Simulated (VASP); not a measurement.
# AlAs (series) (F-43m) in VASP: further runs

AlAs (series) is run at these levels: PBE; tasks: single point.

Program: VASP 6.6.1. These are calculated values, not measurements. Logs are shortened: lines on timing, memory, paths and dates and some standing lists are left out, and cuts for length are marked.

### 1 The cell of the first run

The structure is cubic, space group F-43m (No. 216). Conventional cell: a = 5.661 Å, b = 5.661 Å, c = 5.661 Å, α = 90.00°, β = 90.00°, γ = 90.00°. Al (site symmetry -43m) has 4 As at 2.45 Å within 3.2 Å. As (site symmetry -43m) has 4 Al at 2.45 Å within 3.2 Å.

### 2 Single point, PBE

Contents of INCAR:

```
SYSTEM = AlAs
  PREC = Accurate
  ENCUT = 500
  EDIFF = 1E-6
  ISMEAR = 0
  SIGMA = 0.02
  LREAL = .FALSE.
  LASPH = .TRUE.
  NELM = 120
  ALGO = Normal
  ISIF = 2
  LWAVE = .FALSE.
  LCHARG = .FALSE.
  GGA = PE
  NBANDS = 11
  GGA_COMPAT = .FALSE.
```

Contents of KPOINTS:

```
Automatic mesh
0
G
  4 4 4
  0 0 0
```

Contents of POSCAR:

```
AlAs
1.0
    0.0000000000      2.8304000000      2.8304000000
    2.8304000000      0.0000000000      2.8304000000
    2.8304000000      2.8304000000      0.0000000000
Al As
1 1
Direct
    0.0000000000      0.0000000000      0.0000000000
    0.2500000000      0.2500000000      0.2500000000
```

Potentials or basis: VASP PAW PBE potentials, release 64 (Al, As).

Command:

```
cat potpaw_PBE.64/Al/POTCAR potpaw_PBE.64/As/POTCAR > POTCAR
mpirun -np 1 vasp_std > vasp.out
```

OUTCAR:

```text
SYSTEM = AlAs
   PREC = Accurate
   ENCUT = 500
   EDIFF = 1E-6
   ISMEAR = 0
   LREAL = .FALSE.
   LASPH = .TRUE.
   NELM = 120
   ISIF = 2
   GGA = PE

 ion  position               nearest neighbor table
   1  0.000  0.000  0.000-   2 2.45   2 2.45   2 2.45   2 2.45
   2  0.250  0.250  0.250-   1 2.45   1 2.45   1 2.45   1 2.45

  LATTYP: Found a face centered cubic cell.
 ALAT       =     5.6608000000

  Lattice vectors:

 A1 = (   0.0000000000,   2.8304000000,   2.8304000000)
 A2 = (   2.8304000000,   0.0000000000,   2.8304000000)
 A3 = (   2.8304000000,   2.8304000000,   0.0000000000)

Analysis of symmetry for initial positions (statically):
=====================================================================
 Subroutine PRICEL returns:
 Original cell was already a primitive cell.

 Routine SETGRP: Setting up the symmetry group for a
 face centered cubic supercell.

 Subroutine GETGRP returns: Found 24 space group operations
 (whereof 24 operations were pure point group operations)
 out of a pool of 48 trial point group operations.

The static configuration has the point symmetry T_d .

Analysis of symmetry for dynamics (positions and initial velocities):
=====================================================================
 Subroutine PRICEL returns:
 Original cell was already a primitive cell.

 Routine SETGRP: Setting up the symmetry group for a
 face centered cubic supercell.

 Subroutine GETGRP returns: Found 24 space group operations
 (whereof 24 operations were pure point group operations)
 out of a pool of 48 trial point group operations.

The dynamic configuration has the point symmetry T_d .

 Subroutine INISYM returns: Found 24 space group operations
 (whereof 24 operations are pure point group operations),
 and found     1 'primitive' translations

----------------------------------------------------------------------------------------

                                     Primitive cell

  volume of cell :      45.3496

  direct lattice vectors                    reciprocal lattice vectors
     0.000000000  2.830400000  2.830400000    -0.176653477  0.176653477  0.176653477
     2.830400000  0.000000000  2.830400000     0.176653477 -0.176653477  0.176653477
     2.830400000  2.830400000  0.000000000     0.176653477  0.176653477 -0.176653477

  length of vectors
     4.002790067  4.002790067  4.002790067     0.305972797  0.305972797  0.305972797

  position of ions in fractional coordinates (direct lattice)
     0.000000000  0.000000000  0.000000000
     0.250000000  0.250000000  0.250000000

  ion indices of the primitive-cell ions
   primitive index   ion index
                 1           1
                 2           2

----------------------------------------------------------------------------------------

 KPOINTS: Automatic mesh

Automatic generation of k-mesh.
 Grid dimensions read from file:
 generate k-points for:    4    4    4

 Generating k-lattice:

  Cartesian coordinates                     Fractional coordinates (reciprocal lattice)
    -0.044163369  0.044163369  0.044163369     0.250000000  0.000000000  0.000000000
     0.044163369 -0.044163369  0.044163369     0.000000000  0.250000000  0.000000000
     0.044163369  0.044163369 -0.044163369     0.000000000  0.000000000  0.250000000

  Length of vectors
     0.076493199  0.076493199  0.076493199

  Shift w.r.t. Gamma in fractional coordinates (k-lattice)
     0.000000000  0.000000000  0.000000000

 Subroutine IBZKPT returns following result:
 ===========================================

 Found      8 irreducible k-points:

 Following reciprocal coordinates:
            Coordinates               Weight
  0.000000  0.000000  0.000000      1.000000
  0.250000  0.000000  0.000000      8.000000
  0.500000  0.000000  0.000000      4.000000
  0.250000  0.250000  0.000000      6.000000
  0.500000  0.250000  0.000000     24.000000
 -0.250000  0.250000  0.000000     12.000000
  0.500000  0.500000  0.000000      3.000000
 -0.250000  0.500000  0.250000      6.000000
   k-points           NKPTS =      8   k-points in BZ     NKDIM =      8   number of bands    NBANDS=     11
   number of dos      NEDOS =    301   number of ions     NIONS =      2
   total plane-waves  NPLWV =  27000
   dimension x,y,z NGX =    30 NGY =   30 NGZ =   30
   dimension x,y,z NGXF=    60 NGYF=   60 NGZF=   60
   ions per type =               1   1
   NGX,Y,Z   is equivalent  to a cutoff of  12.46, 12.46, 12.46 a.u.
   NGXF,Y,Z  is equivalent  to a cutoff of  24.92, 24.92, 24.92 a.u.
 SYSTEM =  AlAs
   PREC   = accura    normal or accurate (medium, high low for compatibility)
   ISTART =      0    job   : 0-new  1-cont  2-samecut
   ICHARG =      2    charge: 1-file 2-atom 10-const
   ISPIN  =      1    spin polarized calculation?
   LNONCOLLINEAR =      F non collinear calculations
   LSORBIT =      F    spin-orbit coupling
   LASPH  =      T    aspherical Exc in radial PAW
   ENCUT  =  500.0 eV  36.75 Ry    6.06 a.u.   7.30  7.30  7.30*2*pi/ulx,y,z
   NELM   =    120;   NELMIN=  2; NELMDL= -5     # of ELM steps
   EDIFF  = 0.1E-05   stopping-criterion for ELM
   LREAL  =      F    real-space projection
   EDIFFG = 0.1E-04   stopping-criterion for IOM
   NSW    =      0    number of steps for IOM
   IBRION =     -1    ionic relax: 0-MD 1-quasi-New 2-CG
   NFREE  =      0    steps in history (QN), initial steepest desc. (CG)
   ISIF   =      2    stress and relaxation
   ISYM   =      2    0-nonsym 1-usesym 2-fastsym
   POTIM  = 0.5000    time-step for ionic-motion
   TEBEG  =    0.0;   TEEND  =   0.0 temperature during run
   PSTRESS=    0.0 pullay stress
   NELECT =       8.0000    total number of electrons
   NUPDOWN=      -1.0000    fix difference up-down
   EMIN   =  10.00;   EMAX   =-10.00  energy-range for DOS
   EFERMI =   0.00;   METHOD = LEGACY
   ISMEAR =     0;   SIGMA  =   0.02  broadening in eV -4-tet -1-fermi 0-gaus
   EFERMI_NEDOS =   21; number of points for ismear=-14 and -15
   IALGO  =     38    algorithm
   IMIX   =      4    mixing-type and parameters
     AMIX     =   0.40;   BMIX     =  1.00
     AMIX_MAG =   1.60;   BMIX_MAG =  1.00
  volume/ion in A,a.u.               =      22.67       153.02
  Fermi-wavevector in a.u.,A,eV,Ry     =   0.918150  1.735052 11.469706  0.843000
  Thomas-Fermi vector in A             =   2.043199
   LORBIT       =      0    0 simple, 1 ext, 2 COOP (PROOUT), +10 PAW based schemes
   GGA     = PE    functional components
   LHFCALC =     F    Hartree Fock is set to
   AEXX    =    0.0000 exact exchange contribution
   IVDW    =     0    specifies the selected vdW correction
   LEPSILON=     F    determine dielectric tensor
   LRPA    =     F    only Hartree local field effects (RPA)
 non-spin polarized calculation
 Gauss-broadening in eV      SIGMA  =   0.02
  energy-cutoff  :      500.00
  volume of cell :       45.35
 maximum number of plane-waves:      1174
 NGX is ok and might be reduce to    30
   NGX = 15   NGY = 15   NGZ = 15

 number of electron       8.0000000 magnetization

 Free energy of the ion-electron system (eV)
  ---------------------------------------------------
  ext. energy  EPLUGINS =         0.00000000
  ---------------------------------------------------
  free energy    TOTEN  =        -9.25774194 eV

  energy without entropy =       -9.25774194  energy(sigma->0) =       -9.25774194

 E-fermi :   4.0202     XC(G=0):  -9.0213

 val. band max:        3.9292374793   @ k =   0.0000   0.0000   0.0000
 cond. band min:       5.3397320368   @ k =   0.5000   0.5000   0.0000
 fundamental gap:      1.4104945575
 Fermi energy:         4.0202201339

 k-point     1 :       0.0000    0.0000    0.0000
  band No.  band energies     occupation
      1      -7.9359      2.00000
      2       3.9292      2.00000
      3       3.9292      2.00000
      4       3.9292      2.00000
      5       5.9840      0.00000
      6       8.1887      0.00000
      7       8.1887      0.00000
      8       8.1887      0.00000
      9      12.7844      0.00000
     10      12.9152      0.00000
     11      12.9152      0.00000

 k-point     2 :       0.2500    0.0000    0.0000
  band No.  band energies     occupation
      1      -7.3561      2.00000
      2       0.5337      2.00000
      3       3.4470      2.00000
      4       3.4470      2.00000
      5       6.5303      0.00000
      6       8.8145      0.00000
      7       8.8145      0.00000
      8      10.3784      0.00000
      9      12.2110      0.00000
     10      12.2110      0.00000
     11      13.3102      0.00000

 k-point     3 :       0.5000    0.0000    0.0000
  band No.  band energies     occupation
      1      -6.5074      2.00000
      2      -1.6604      2.00000
      3       3.0994      2.00000
      4       3.0994      2.00000
      5       6.0553      0.00000
      6       8.5824      0.00000
      7       8.5824      0.00000
      8      11.6653      0.00000
      9      15.1257      0.00000
     10      15.4661      0.00000
     11      15.4661      0.00000

 k-point     4 :       0.2500    0.2500    0.0000
  band No.  band energies     occupation
      1      -7.1558      2.00000
      2       0.7102      2.00000
      3       2.5785      2.00000
      4       2.5785      2.00000
      5       6.4863      0.00000
      6       7.6871      0.00000
      7      10.7440      0.00000
      8      10.7440      0.00000
      9      11.3690      0.00000
     10      14.0102      0.00000
     11      16.1656      0.00000

 k-point     5 :       0.5000    0.2500    0.0000
  band No.  band energies     occupation
      1      -6.2752      2.00000
      2      -1.1350      2.00000
      3       1.1881      2.00000
      4       2.3055      2.00000
      5       6.4671      0.00000
      6       9.0845      0.00000
      7      10.2942      0.00000
      8      10.8440      0.00000
      9      14.2563      0.00000
     10      15.3533      0.00000
     11      16.8393      0.00000

 k-point     6 :      -0.2500    0.2500    0.0000
  band No.  band energies     occupation
      1      -6.5893      2.00000
      2      -0.6324      2.00000
      3       1.0462      2.00000
      4       3.0250      2.00000
      5       7.3074      0.00000
      6       9.6799      0.00000
      7       9.8113      0.00000
      8      10.2421      0.00000
      9      11.5555      0.00000
     10      14.2016      0.00000
     11      16.4000      0.00000

 k-point     7 :       0.5000    0.5000    0.0000
  band No.  band energies     occupation
      1      -5.9523      2.00000
      2      -1.5216      2.00000
      3       1.7452      2.00000
      4       1.7452      2.00000
      5       5.3397      0.00000
      6       6.2014      0.00000
      7      14.2483      0.00000
      8      14.2483      0.00000
      9      15.7114      0.00000
     10      16.4722      0.00000
     11      16.4722      0.00000

 k-point     8 :      -0.2500    0.5000    0.2500
  band No.  band energies     occupation
      1      -5.9199      2.00000
      2      -1.1809      2.00000
      3       0.7398      2.00000
      4       1.0903      2.00000
      5       8.2422      0.00000
      6       9.5585      0.00000
      7       9.6110      0.00000
      8       9.9631      0.00000
      9      14.5282      0.00000
     10      16.2092      0.00000
     11      16.5138      0.00000

------------------------ aborting loop because EDIFF is reached ----------------------------------------

  FORCE on cell =-STRESS in cart. coord.  units (eV):
  Direction    XX          YY          ZZ          XY          YZ          ZX
  --------------------------------------------------------------------------------------
  -------------------------------------------------------------------------------------
  Total        0.8699131      0.8699131      0.8699131     -0.0000000      0.0000000     -0.0000000
  in kB       30.7335689     30.7335689     30.7335689     -0.0000000      0.0000000     -0.0000000
  external PRESSURE =      30.7335689 kB  Pullay stress =       0.0000000 kB

 VOLUME and BASIS-vectors are now :
 -----------------------------------------------------------------------------
  energy-cutoff  :      500.00
  volume of cell :       45.35
      direct lattice vectors                 reciprocal lattice vectors
     0.000000000  2.830400000  2.830400000    -0.176653477  0.176653477  0.176653477
     2.830400000  0.000000000  2.830400000     0.176653477 -0.176653477  0.176653477
     2.830400000  2.830400000  0.000000000     0.176653477  0.176653477 -0.176653477

 POSITION                                       TOTAL-FORCE (eV/Angst)
 -----------------------------------------------------------------------------------
      0.00000      0.00000      0.00000        -0.000000     -0.000000     -0.000000
      1.41520      1.41520      1.41520         0.000000      0.000000      0.000000
 -----------------------------------------------------------------------------------
    total drift:                               -0.000000     -0.000000     -0.000000

  FREE ENERGIE OF THE ION-ELECTRON SYSTEM (eV)
  ---------------------------------------------------
  free  energy   TOTEN  =        -9.2577419421 eV

  energy  without entropy=       -9.2577419420  energy(sigma->0) =       -9.25774194
```

Run time: 3.7 s. Hardware: 1 thread of Intel Xeon 6975P-C (Granite Rapids), shared host; peak memory 0.15 GiB.

Results:

```yaml
Free_energy: -9.2577 eV
Pressure: 3.1 GPa
Band_gap_on_the_k_mesh: 1.41 eV, indirect (least direct gap 2.05 eV)
```

Caveat: the k points lie up to 0.48 Å⁻¹ apart. PBE gaps usually lie below the measured ones, often by a third to a half.

### 3 Single point, PBE

Contents of INCAR:

```
SYSTEM = AlAs
  PREC = Accurate
  ENCUT = 500
  EDIFF = 1E-6
  ISMEAR = 0
  SIGMA = 0.1
  LREAL = .False.
  LASPH = .True.
  NELM = 120
  ALGO = Normal
  ISIF = 2
  LWAVE = .False.
  LCHARG = .False.
  GGA = PE
  NBANDS = 11
  GGA_COMPAT = .False.
```

Contents of KPOINTS:

```
Automatic mesh
0
Gamma
  6 6 6
  0 0 0
```

POSCAR is that of step 2.

Potentials or basis: VASP PAW PBE potentials, release 64 (Al, As).

Command:

```
cat potpaw_PBE.64/Al/POTCAR potpaw_PBE.64/As/POTCAR > POTCAR
mpirun -np 1 vasp_std > vasp.out
```

Wall time 4.8 s (1 thread of Intel Xeon 6975P-C (Granite Rapids), shared host); peak memory 0.16 GiB.

The run converged. Its results:

```
Free energy            : -9.3629 eV
Pressure               : 2.8 GPa
Band gap on the k mesh : 1.43 eV, indirect (least direct gap 2.06 eV)
```

Levels at points of the mesh, in eV from the valence-band top:
```csv
k point,band 1,band 2,band 3,band 4,band 5,band 6,band 7,band 8
"(0.00, 0.00, 0.00)",-11.86,0.00,0.00,0.00,2.06,4.28,4.28,4.28
"(0.50, 0.00, 0.00)",-10.44,-5.57,-0.83,-0.83,2.14,4.68,4.68,7.75
"(0.50, 0.50, 0.00)",-9.89,-5.43,-2.18,-2.18,1.43,2.29,10.33,10.33
```

[end of part 1 of 2]
